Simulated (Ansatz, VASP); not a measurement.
# HgTe in VASP and in Ansatz

INCAR

```
  ALGO = Normal
  EDIFF = 1E-8
  ENCUT = 520
  GGA = PS
  ISIF = 2
  ISMEAR = -1
  LASPH = T
  LCHARG = F
  LEFG = T
  LREAL = F
  LWAVE = F
  NBANDS = 16
  NELM = 80
  PREC = Accurate
  SIGMA = 0.08
```

Contents of KPOINTS:

```
k-points
0
Gamma
  12 12 12
```

The input POSCAR:

```
HgTe
1.0
    0.0292150000      2.9361075000      2.9361075000
    2.9361075000      0.0292150000      2.9361075000
    2.9361075000      2.9361075000      0.0292150000
Hg Te
1 1
Direct
    0.0000000000      0.0000000000      0.0000000000
    0.5000000000      0.5000000000      0.5000000000
```

Input for Ansatz:

```yaml
crystal:
  lattice:
    - [0.029215, 2.9361075, 2.9361075]
    - [2.9361075, 0.029215, 2.9361075]
    - [2.9361075, 2.9361075, 0.029215]
  atoms:
    - { symbol: Hg, position: [0.0, 0.0, 0.0] }
    - { symbol: Te, position: [0.5, 0.5, 0.5] }
kpoints:
  mp_grid: { grid: [12, 12, 12] }
scf:
  occupations: { method: fermi_dirac, width: 0.08 }
hamiltonian:
  xc: pbesol
  pseudopotentials: { kind: all_electron, datasets: crystal }
output:
  forces: true
  stress: true
  eigenvalues: true
  efg: { contact_densities: true }
```

Change from the starting cell: equal xy, yz and zx shear strains of +1 %, crystal datasets.

Alike in both runs: task electric field gradients; functional PBEsol; k mesh 12 × 12 × 12; occupations fermi-dirac, width 0.08 eV; no spin polarisation.

|  | VASP | Ansatz |
| --- | --- | --- |
| version | VASP 6.6.1 | Ansatz 0.2.0 |
| potentials or method | VASP PAW PBE potentials, release 64 (Hg, Te), cutoff 520 eV | all-electron PAW with datasets made for the crystal, scalar-relativistic |

Ansatz gave:

| Item | Value |
| --- | --- |
| pressure (GPa) | 6.1 |
| traceless stress, the component that is largest in VASP (GPa) | -0.15 |
| size of Vzz on the site where it differs most (V/Å²) | 6.9 |

Task: What did VASP give for the same quantities?

Result: Pressure (GPa): 6.4; traceless stress, the component that is largest in VASP (GPa): -0.14; size of Vzz on the site where it differs most (V/Å²): 8.4.

VASP's potentials were made for PBE, not for PBEsol. Ansatz ran all-electron here, and VASP with PAW potentials.

Spin-orbit coupling is off throughout.
